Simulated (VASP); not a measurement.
Wanted: the native input for a VASP 6.6.1 run.

- Task: single point
- Functional: PBE
- Potentials or basis: VASP PAW PBE potentials, release 64 (Gd)
- Cutoff: 520 eV
- k mesh: 6 × 6 × 4
- Occupations: gaussian, width 0.1 eV
- Spin: collinear spin, ferromagnetic start
- Starting moments: [7.0, 7.0] μB
- Hubbard terms: Gd f U = 6.0 eV
- Dipole correction: no
- Further INCAR settings: ALGO = Normal; EDIFF = 1e-06; NBANDS = 29

The structure of Gd lies in POSCAR:

```
Gd
1.0
    3.6399995402      0.0000000000      0.0000000000
   -1.8199997701      3.1523320716      0.0000000000
    0.0000000000      0.0000000000      5.7803192698
Gd
2
Direct
    0.3333333333      0.6666666667      0.7500000000
    0.6666666667      0.3333333333      0.2500000000
```

The input as run:

INCAR

```
SYSTEM = Gd
ALGO = Normal
EDIFF = 1E-6
ENCUT = 520
GGA = PE
ISIF = 2
ISMEAR = 0
ISPIN = 2
LASPH = .TRUE.
LCHARG = .FALSE.
LDAU = .TRUE.
LDAUJ = 0
LDAUL = 3
LDAUPRINT = 1
LDAUTYPE = 2
LDAUU = 6
LMAXMIX = 6
LORBIT = 11
LREAL = .FALSE.
LWAVE = .FALSE.
MAGMOM = 7 7
NBANDS = 29
NELM = 150
PREC = Accurate
SIGMA = 0.1
```

KPOINTS

```
k-points
0
G
  6 6 4
  0 0 0
```

Potentials or basis: VASP PAW PBE potentials, release 64 (Gd).

Run with:

```sh
$ cat potpaw_PBE.64/Gd/POTCAR > POTCAR
$ mpirun -np 1 vasp_std > vasp.out
```

Results of the run:

| Item | Value |
| --- | --- |
| Pressure | 0.8 GPa |
| Net moment | 15.60 μB per cell |
| Site moments | Gd +7.12 μB |
| Valence electrons inside the program's atomic spheres | Gd 15.18 |

Run time: 2.4 min on 1 thread of Oxide Virtual Turin-like Processor, on a shared host, peak memory 0.21 GiB.
